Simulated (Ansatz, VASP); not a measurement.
**Two plane-wave programs on Na**

```
Na
1.0
    -2.17044    2.17044    2.06456
     2.17044   -2.17044    2.06456
     2.17044    2.17044   -2.06456
Na
1
Direct
  0.00000 0.00000 0.00000
```

Change from the starting cell: strain +0.025 along x and y, -0.025 along z, atoms carried along.

Alike in both runs: task single point; functional PBE; k mesh 16 × 16 × 16; occupations gaussian, width 0.15 eV; no spin polarisation.

|  | VASP | Ansatz |
| --- | --- | --- |
| version | VASP 6.6.1 | Ansatz 0.2.0 |
| potentials or method | VASP PAW PBE potentials, release 64 (Na_pv), cutoff 520 eV | scalar-relativistic, plane waves, PAW |
| valence electrons in the cell | 7 | 9 |

|  | VASP | Ansatz | Ansatz less VASP |
| --- | --- | --- | --- |
| gap on the k mesh at the Fermi level (eV) | none | none | - |
| pressure (GPa) | -0.4 | -0.4 | +0.01 |
| traceless stress, the component that is largest in VASP (GPa) | 0.07 | 0.07 | -0.001 |

A gap of «none» marks a metal or a gap that the smearing closes. With one functional, cell and mesh, what is left measures potentials, basis and numerics. VASP's potentials hold 7 valence electrons a cell and Ansatz's 9, so a difference there can come from the potentials and not from the codes.
